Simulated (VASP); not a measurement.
Here is a VASP 6.6.1 calculation.

INCAR

```
SYSTEM = PbSe
ALGO = Normal
EDIFF = 1E-7
ENCUT = 520
GGA = PE
ISIF = 2
ISMEAR = 0
LASPH = .TRUE.
LCHARG = .FALSE.
LREAL = .FALSE.
LWAVE = .FALSE.
NBANDS = 17
NELM = 80
PREC = Accurate
SIGMA = 0.03
```

KPOINTS

```
k-points
0
G
  10 10 10
  0 0 0
```

POSCAR

```
PbSe
1.0
    0.0000000000      3.0621500000      3.0621500000
    3.0621500000      0.0000000000      3.0621500000
    3.0621500000      3.0621500000      0.0000000000
Pb Se
1 1
Direct
    0.0035352016      0.0035352016      0.0035352016
    0.5000000000      0.5000000000      0.5000000000
```

Potentials or basis: VASP PAW PBE potentials, release 64 (Pb_d, Se).

Launch:

```sh
$ cat potpaw_PBE.64/Pb_d/POTCAR potpaw_PBE.64/Se/POTCAR > POTCAR
$ mpirun -np 1 vasp_std > vasp.out
```

**Question.** Predict the pressure.

**Answer.** 2.4 GPa.

**Question.** Estimate the band gap on the k mesh.

**Answer.** 0.30 eV.

Forces on the atoms (eV/Å):
```
Pb  -0.014 -0.014 -0.014
Se   0.014  0.014  0.014
```

Caveat: spin-orbit coupling is left out, which moves the levels of the heavy elements. A k mesh can miss the band edges.
